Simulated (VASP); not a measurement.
# TiO2 (P2_1/c) in VASP: electric field gradients with r2SCAN

Aim: the electric field gradients of TiO2 with r2SCAN.

All numbers are computed with VASP 6.6.1; they aren't measurements. Logs are shortened: lines on timing, memory, paths and dates and some standing lists are left out, and cuts for length are marked.

**1. The cell of the first run**

The structure is monoclinic, space group P2_1/c (No. 14). The conventional cell has a = 4.589 Å, b = 4.849 Å, c = 4.736 Å, α = 90.00°, β = 98.60°, γ = 90.00°. Within 2.5 Å of Ti (site symmetry 1) lie 7 O at 1.86 to 2.04 Å. O (site symmetry 1) has 5 Ti at 1.86 to 3.09 Å and 12 O at 2.37 to 3.11 Å within 3.2 Å. Within 3.0 Å of O (site symmetry 1) lie 4 Ti at 1.96 to 2.03 Å and 10 O at 2.37 to 2.93 Å.

**2. Electric field gradients, r2SCAN**

The input, POSCAR:

```
TiO2
1.0
    4.5890000000      0.0000000000      0.0000000000
    0.0000000000      4.8490000000      0.0000000000
   -0.7081993865      0.0000000000      4.6827502206
Ti O
4 8
Direct
    0.2789943995      0.0465515612      0.2112229560
    0.7210056005      0.5465515612      0.2887770440
    0.7210056005      0.9534484388      0.7887770440
    0.2789943995      0.4534484388      0.7112229560
    0.0855917885      0.3732413161      0.3028118077
    0.9144082115      0.8732413161      0.1971881923
    0.9144082115      0.6267586839      0.6971881923
    0.0855917885      0.1267586839      0.8028118077
    0.4338385078      0.7639177051      0.4895583137
    0.5661614922      0.2639177051      0.0104416863
    0.5661614922      0.2360822949      0.5104416863
    0.4338385078      0.7360822949      0.9895583137
```

The input, INCAR.step1:

```
SYSTEM = TiO2
ALGO = Normal
EDIFF = 1E-5
ENCUT = 580
GGA = PE
GGA_COMPAT = .False.
ISMEAR = -1
KPAR = 4
LASPH = .True.
LCHARG = .False.
LREAL = .False.
LWAVE = .True.
NBANDS = 60
NELM = 120
PREC = Accurate
SIGMA = 0.02
```

The input, INCAR.step2:

```
SYSTEM = TiO2
ALGO = Normal
EDIFF = 1E-7
ENCUT = 580
GGA_COMPAT = .False.
ISIF = 2
ISMEAR = -1
ISTART = 1
KPAR = 4
LASPH = .True.
LCHARG = .False.
LEFG = .True.
LMIXTAU = .True.
LREAL = .False.
LWAVE = .False.
METAGGA = R2SCAN
NBANDS = 60
NELM = 120
PREC = Accurate
SIGMA = 0.02
```

The input, KPOINTS:

```
k-points
0
Gamma
  7 6 7
  0 0 0
```

Potentials or basis: VASP PAW PBE potentials, release 64 (Ti_sv, O).

The run is started by

```bash
> cat potpaw_PBE.64/Ti_sv/POTCAR potpaw_PBE.64/O/POTCAR > POTCAR
> cp INCAR.step1 INCAR
> mpirun -np 4 vasp_std > vasp.out
> cp INCAR.step2 INCAR
> mpirun -np 4 vasp_std > vasp.out
```

OUTCAR:

```text
SYSTEM = TiO2
   EDIFF = 1E-7
   ENCUT = 580
   ISIF = 2
   ISMEAR = -1
   ISTART = 1
   LASPH = .True.
   LREAL = .False.
   METAGGA = R2SCAN
   NELM = 120
   PREC = Accurate

 ion  position               nearest neighbor table
   1  0.279  0.047  0.211-   6 1.86   5 1.90   9 1.96  11 2.01  12 2.02  10 2.03   8 2.04
   2  0.721  0.547  0.289-   5 1.86   6 1.90  10 1.96  12 2.01  11 2.02   9 2.03   7 2.04
   3  0.721  0.953  0.789-   8 1.86   7 1.90  11 1.96   9 2.01  10 2.02  12 2.03   6 2.04
   4  0.279  0.453  0.711-   7 1.86   8 1.90  12 1.96  10 2.01   9 2.02  11 2.03   5 2.04
   5  0.086  0.373  0.303-   2 1.86   1 1.90   4 2.04
   6  0.914  0.873  0.197-   1 1.86   2 1.90   3 2.04
   7  0.914  0.627  0.697-   4 1.86   3 1.90   2 2.04
   8  0.086  0.127  0.803-   3 1.86   4 1.90   1 2.04
   9  0.434  0.764  0.490-   1 1.96   3 2.01   4 2.02   2 2.03
  10  0.566  0.264  0.010-   2 1.96   4 2.01   3 2.02   1 2.03
  11  0.566  0.236  0.510-   3 1.96   1 2.01   2 2.02   4 2.03
  12  0.434  0.736  0.990-   4 1.96   2 2.01   1 2.02   3 2.03

  LATTYP: Found a simple monoclinic cell.
 ALAT       =     4.5890000000
 B/A-ratio  =     1.0566572238
 C/A-ratio  =     1.0320331227
 COS(beta)  =    -0.1495353434

  Lattice vectors:

 A1 = (   4.5890000000,   0.0000000000,   0.0000000000)
 A2 = (   0.0000000000,   4.8490000000,   0.0000000000)
 A3 = (  -0.7081993865,   0.0000000000,   4.6827502206)

Analysis of symmetry for initial positions (statically):
=====================================================================
 Subroutine PRICEL returns:
 Original cell was already a primitive cell.

 Routine SETGRP: Setting up the symmetry group for a
 simple monoclinic supercell.

 Subroutine GETGRP returns: Found  4 space group operations
 (whereof  2 operations were pure point group operations)
 out of a pool of  4 trial point group operations.

The static configuration has the point symmetry S_2 .
 The point group associated with its full space group is C_2h.

Analysis of symmetry for dynamics (positions and initial velocities):
=====================================================================
 Subroutine PRICEL returns:
 Original cell was already a primitive cell.

 Routine SETGRP: Setting up the symmetry group for a
 simple monoclinic supercell.

 Subroutine GETGRP returns: Found  4 space group operations
 (whereof  2 operations were pure point group operations)
 out of a pool of  4 trial point group operations.

The dynamic configuration has the point symmetry S_2 .
 The point group associated with its full space group is C_2h.

 Subroutine INISYM returns: Found  4 space group operations
 (whereof  2 operations are pure point group operations),
 and found     1 'primitive' translations

----------------------------------------------------------------------------------------

                                     Primitive cell

  volume of cell :     104.2008

  direct lattice vectors                    reciprocal lattice vectors
     4.589000000  0.000000000  0.000000000     0.217912399  0.000000000  0.032956152
     0.000000000  4.849000000  0.000000000     0.000000000  0.206228088  0.000000000
    -0.708199387  0.000000000  4.682750221     0.000000000  0.000000000  0.213549720

  length of vectors
     4.589000000  4.849000000  4.736000000     0.220390385  0.206228088  0.213549720

  position of ions in fractional coordinates (direct lattice)
     0.278994400  0.046551561  0.211222956
     0.721005600  0.546551561  0.288777044
     0.721005600  0.953448439  0.788777044
     0.278994400  0.453448439  0.711222956
     0.085591788  0.373241316  0.302811808
     0.914408212  0.873241316  0.197188192
     0.914408212  0.626758684  0.697188192
     0.085591788  0.126758684  0.802811808
     0.433838508  0.763917705  0.489558314
     0.566161492  0.263917705  0.010441686
     0.566161492  0.236082295  0.510441686
     0.433838508  0.736082295  0.989558314

  ion indices of the primitive-cell ions
   primitive index   ion index
                 1           1
                 2           2
                 3           3
                 4           4
                 5           5
                 6           6
                 7           7
                 8           8
                 9           9
                10          10
                11          11
                12          12

----------------------------------------------------------------------------------------

 KPOINTS: k-points

[... 68 lines left out ...]
   LREAL  =      F    real-space projection
   EDIFFG = 0.1E-05   stopping-criterion for IOM
   NSW    =      0    number of steps for IOM
   IBRION =     -1    ionic relax: 0-MD 1-quasi-New 2-CG
   NFREE  =      0    steps in history (QN), initial steepest desc. (CG)
   ISIF   =      2    stress and relaxation
   ISYM   =      2    0-nonsym 1-usesym 2-fastsym
   POTIM  = 0.5000    time-step for ionic-motion
   TEBEG  =    0.0;   TEEND  =   0.0 temperature during run
   PSTRESS=    0.0 pullay stress
   NELECT =      96.0000    total number of electrons
   NUPDOWN=      -1.0000    fix difference up-down
   EMIN   =  10.00;   EMAX   =-10.00  energy-range for DOS
   EFERMI =   0.00;   METHOD = LEGACY
   ISMEAR =    -1;   SIGMA  =   0.02  broadening in eV -4-tet -1-fermi 0-gaus
   EFERMI_NEDOS =   21; number of points for ismear=-14 and -15
   IALGO  =     38    algorithm
   IMIX   =      4    mixing-type and parameters
     AMIX     =   0.40;   BMIX     =  1.00
     AMIX_MAG =   1.60;   BMIX_MAG =  1.00
  volume/ion in A,a.u.               =       8.68        58.60
  Fermi-wavevector in a.u.,A,eV,Ry     =   1.592972  3.010281 34.525600  2.537560
  Thomas-Fermi vector in A             =   2.691274
   LORBIT       =      0    0 simple, 1 ext, 2 COOP (PROOUT), +10 PAW based schemes
   METAGGA = R2SCAN    functional components
   LHFCALC =     F    Hartree Fock is set to
   AEXX    =    0.0000 exact exchange contribution
   IVDW    =     0    specifies the selected vdW correction
   LEPSILON=     F    determine dielectric tensor
   LRPA    =     F    only Hartree local field effects (RPA)
 non-spin polarized calculation
  energy-cutoff  :      580.00
  volume of cell :      104.20
 maximum number of plane-waves:      3328
   NGX = 19   NGY = 19   NGZ = 19

 number of electron      95.9999997 magnetization

 Free energy of the ion-electron system (eV)
  ---------------------------------------------------
  ext. energy  EPLUGINS =         0.00000000
  ---------------------------------------------------
  free energy    TOTEN  =      -138.33488386 eV

  energy without entropy =     -138.33488386  energy(sigma->0) =     -138.33488386

 E-fermi :   7.0746     XC(G=0): -13.3773

 val. band max:        6.6243434427   @ k =   0.0000   0.0000   0.0000
 cond. band min:       9.4267347002   @ k =   0.4286   0.0000   0.0000
 fundamental gap:      2.8023912575
 Fermi energy:         7.0745922670

 k-point     1 :       0.0000    0.0000    0.0000
  band No.  band energies     occupation
      1     -51.9881      2.00000
      2     -51.9334      2.00000
      3     -51.9245      2.00000
      4     -51.9218      2.00000
      5     -27.5082      2.00000
      6     -27.4552      2.00000
[... 1501 lines left out ...]
     59      11.8628      0.00000
     60      12.0390      0.00000

 [... further k-points ...]

------------------------ aborting loop because EDIFF is reached ----------------------------------------

  FORCE on cell =-STRESS in cart. coord.  units (eV):
  Direction    XX          YY          ZZ          XY          YZ          ZX
  --------------------------------------------------------------------------------------
  -------------------------------------------------------------------------------------
  Total       15.8046681     15.7541147     15.6315492      0.0000000      0.0000000      0.6417263
  in kB      243.0103264    242.2330236    240.3484749      0.0000000      0.0000000      9.8670917
  external PRESSURE =     241.8639416 kB  Pullay stress =       0.0000000 kB

 VOLUME and BASIS-vectors are now :
 -----------------------------------------------------------------------------
  energy-cutoff  :      580.00
  volume of cell :      104.20
      direct lattice vectors                 reciprocal lattice vectors
     4.589000000  0.000000000  0.000000000     0.217912399  0.000000000  0.032956152
     0.000000000  4.849000000  0.000000000     0.000000000  0.206228088  0.000000000
    -0.708199387  0.000000000  4.682750221     0.000000000  0.000000000  0.213549720

 POSITION                                       TOTAL-FORCE (eV/Angst)
 -----------------------------------------------------------------------------------
      1.13072      0.22573      0.98910        -0.011543     -0.045556     -0.071969
      3.10418      2.65023      1.35227         0.011543     -0.045556      0.071969
      2.75008      4.62327      3.69365         0.011543      0.045556      0.071969
      0.77662      2.19877      3.33048        -0.011543      0.045556     -0.071969
      0.17833      1.80985      1.41799         0.052606     -0.028081      0.049447
      4.05657      4.23435      0.92338        -0.052606     -0.028081     -0.049447
      3.70247      3.03915      3.26476        -0.052606      0.028081     -0.049447
     -0.17577      0.61465      3.75937         0.052606      0.028081      0.049447
      1.64418      3.70424      2.29248         0.065590     -0.025590      0.012290
      2.59072      1.27974      0.04890        -0.065590     -0.025590     -0.012290
      2.23662      1.14476      2.39027        -0.065590      0.025590     -0.012290
      1.29008      3.56926      4.63385         0.065590      0.025590      0.012290
 -----------------------------------------------------------------------------------
    total drift:                                0.000000      0.000000     -0.000000

  FREE ENERGIE OF THE ION-ELECTRON SYSTEM (eV)
  ---------------------------------------------------
  free  energy   TOTEN  =      -138.3348838611 eV

  energy  without entropy=     -138.3348838611  energy(sigma->0) =     -138.33488386

 Electric field gradients (V/A^2)
---------------------------------------------------------------------
 ion       V_xx      V_yy      V_zz      V_xy      V_xz      V_yz
---------------------------------------------------------------------
   1      -3.135   -29.073    32.208   -14.058   -19.485    -2.232
   2      -3.135   -29.073    32.208    14.058   -19.485     2.232
   3      -3.135   -29.073    32.208   -14.058   -19.485    -2.232
   4      -3.135   -29.073    32.208    14.058   -19.485     2.232
   5      -5.203    -8.086    13.289   -23.374    -4.984    10.255
   6      -5.203    -8.086    13.289    23.374    -4.984   -10.255
   7      -5.203    -8.086    13.289   -23.374    -4.984    10.255
   8      -5.203    -8.086    13.289    23.374    -4.984   -10.255
   9       3.914     7.940   -11.855     0.497    -4.408   -11.322
  10       3.914     7.940   -11.855    -0.497    -4.408    11.322
  11       3.914     7.940   -11.855     0.497    -4.408   -11.322
  12       3.914     7.940   -11.855    -0.497    -4.408    11.322
---------------------------------------------------------------------

 Electric field gradients after diagonalization (V/A^2)
 (convention: |V_zz| > |V_xx| > |V_yy|)
----------------------------------------------------------------------
 ion       V_xx      V_yy      V_zz     asymmetry (V_yy - V_xx)/ V_zz
----------------------------------------------------------------------
   1     -36.805    -4.238    41.042       0.794
   2     -36.805    -4.238    41.042       0.794
   3     -36.805    -4.238    41.042       0.794
   4     -36.805    -4.238    41.042       0.794
   5      25.953     4.508   -30.461       0.704
   6      25.953     4.508   -30.461       0.704
   7      25.953     4.508   -30.461       0.704
   8      25.953     4.508   -30.461       0.704
   9      13.640     4.032   -17.673       0.544
  10      13.640     4.032   -17.673       0.544
  11      13.640     4.032   -17.673       0.544
  12      13.640     4.032   -17.673       0.544
----------------------------------------------------------------------

           NMR quadrupolar parameters

 Cq : quadrupolar parameter    Cq=e*Q*V_zz/h
 eta: asymmetry parameters     (V_yy - V_xx)/ V_zz
 Q  : nuclear electric quadrupole moment in mb (millibarn)
----------------------------------------------------------------------
 ion       Cq(MHz)       eta       Q (mb)
----------------------------------------------------------------------
   1       0.099       0.794       1.000
   2       0.099       0.794       1.000
   3       0.099       0.794       1.000
   4       0.099       0.794       1.000
   5      -0.074       0.704       1.000
   6      -0.074       0.704       1.000
   7      -0.074       0.704       1.000
   8      -0.074       0.704       1.000
   9      -0.043       0.544       1.000
  10      -0.043       0.544       1.000
  11      -0.043       0.544       1.000
  12      -0.043       0.544       1.000
----------------------------------------------------------------------
```

Run time: 14 min. Hardware: 4 MPI ranks of Intel Xeon Platinum 8259CL at 2.50GHz (Skylake/Cascade Lake), shared host; peak memory 0.61 GiB.

What came out:

* Free energy: -138.3349 eV
* Pressure: 24.2 GPa
* Largest force: 0.086 eV/Å
* Band gap on the k mesh: 2.80 eV (least direct gap 2.96 eV)
* Largest electric field gradient by atom: Ti +41.0; O -30.5, -17.7 (each value once) V/Å²

Forces on the atoms (eV/Å):
```
Ti  -0.012 -0.046 -0.072
Ti   0.012 -0.046  0.072
Ti   0.012  0.046  0.072
Ti  -0.012  0.046 -0.072
O    0.053 -0.028  0.049
O   -0.053 -0.028 -0.049
O   -0.053  0.028 -0.049
O    0.053  0.028  0.049
O    0.066 -0.026  0.012
O   -0.066 -0.026 -0.012
O   -0.066  0.026 -0.012
O    0.066  0.026  0.012
```

Levels at points of the mesh, in eV from the valence-band top:
```
           k point  band 46  band 47  band 48  band 49  band 50  band 51
(0.00, 0.00, 0.00)    -0.26    -0.16     0.00     2.96     3.25     3.49
(0.00, 0.50, 0.00)    -0.76    -0.52    -0.52     3.54     3.54     3.68
```

Electric field gradients, principal values (V/Å²):
```csv
atom,least,middle,greatest (by size)
1 Ti,-4.238,-36.805,41.042
2 Ti,-4.238,-36.805,41.042
3 Ti,-4.238,-36.805,41.042
4 Ti,-4.238,-36.805,41.042
5 O,4.508,25.953,-30.461
6 O,4.508,25.953,-30.461
7 O,4.508,25.953,-30.461
8 O,4.508,25.953,-30.461
9 O,4.032,13.640,-17.673
10 O,4.032,13.640,-17.673
11 O,4.032,13.640,-17.673
12 O,4.032,13.640,-17.673
```

Caveat: the cell stands under pressure; without QUAD_EFG the Cq values of the log hold for a quadrupole moment of 1 mb, not for the nuclei; the PAW data sets were made with another functional, which shifts forces and pressure a little. A k mesh can miss the band edges.
